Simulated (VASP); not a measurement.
Ga3P4: single point with PBE

Crystal: Ga3P4.

```
CELL_PARAMETERS angstrom
0.00000 -5.50512 0.00000
0.00000 0.00000 5.50512
-5.50512 0.00000 0.00000
ATOMIC_POSITIONS crystal
Ga 0.50000 0.50000 0.00000
Ga 0.00000 0.00000 0.00000
Ga 0.50000 0.00000 0.50000
P 0.24046 0.25954 0.25954
P 0.75954 0.25954 0.74046
P 0.24046 0.74046 0.74046
P 0.75954 0.74046 0.25954
```

This cell differs from its parent crystal: atoms taken out, then relaxed in part.

```
Program                : VASP 6.6.1
Task                   : single point
Functional             : PBE
Potentials or basis    : VASP PAW PBE potentials, release 64 (Ga_d, P)
Cutoff                 : 520 eV
k mesh                 : 3 × 3 × 3
Occupations            : gaussian, width 0.01 eV
Spin                   : collinear spin
Starting moments       : [0.0, 0.0, 0.0, 0.75, 0.75, 0.75, 0.75] μB
Dipole correction      : no
Charge                 : -2
Further INCAR settings : ALGO = Normal; EDIFF = 1e-06; NBANDS = 42; NELECT = 61.0
```

```
Largest force                                         : 0.013 eV/Å
Net moment                                            : 0.78 μB per cell
Site moments                                          : Ga +0.01; P +0.10 μB
Valence electrons inside the program's atomic spheres : Ga 11.73; P 2.54
```

Forces on the atoms (eV/Å):
```
Ga   0.000  0.000  0.000
Ga   0.000  0.000  0.000
Ga   0.000  0.000  0.000
P   -0.007  0.007  0.007
P    0.007 -0.007  0.007
P    0.007  0.007 -0.007
P   -0.007 -0.007 -0.007
```

Levels at points of the mesh, in eV from the Fermi level:
Spin up:
```csv
k point,band 29,band 30,band 31,band 32,band 33,band 34
"(0.00, 0.00, 0.00)",0.19,0.19,0.19,1.39,1.45,1.45
```
Spin down:
| k point | band 26 | band 27 | band 28 | band 29 | band 30 | band 31 | band 32 | band 33 |
| --- | --- | --- | --- | --- | --- | --- | --- | --- |
| (0.00, 0.00, 0.00) | -1.72 | -1.72 | -1.72 | 0.38 | 0.38 | 0.38 | 1.50 | 1.51 |

Wall time 2.3 min on 1 thread of AMD EPYC 7R13 (shared host), peak memory 0.29 GiB.

Caveat: the k points lie up to 0.38 Å⁻¹ apart; the cell carries a net charge on a neutralising background, which shifts energy and pressure; the cell differs from its parent crystal (atoms taken out, then relaxed in part); the cell is charged against a uniform background, so pressure and absolute levels hang on convention; a moment this small can come from the mesh or the smearing.
